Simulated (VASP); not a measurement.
Here is a VASP 6.6.1 calculation.

File INCAR:

```
PREC = Accurate
ENCUT = 520
EDIFF = 1E-6
ISMEAR = -1
SIGMA = 0.1
LREAL = False
LASPH = True
NELM = 100
ALGO = Normal
ISIF = 2
LWAVE = False
LCHARG = True
GGA = PS
LELF = True
LVHAR = True
NBANDS = 10
```

File KPOINTS:

```
regular mesh
0
Gamma
  14 14 14
```

File POSCAR:

```
Ir
1.0
    2.4728922114      0.0000000000      0.0000000000
    0.0000000000      2.4728922114      0.0000000000
    0.0000000000      0.0000000000      2.4728922114
Ir
1
Direct
    0.0000000000      0.0000000000      0.0000000000
```

Potentials or basis: VASP PAW PBE potentials, release 64 (Ir).

The run is started by

```console
$ cat potpaw_PBE.64/Ir/POTCAR > POTCAR
$ mpirun -np 1 vasp_std > vasp.out
```

(1) Estimate the pressure.

Results:

(1) 28.2 GPa.

Caveat: the PAW data sets were made with another functional, which shifts forces and pressure a little.
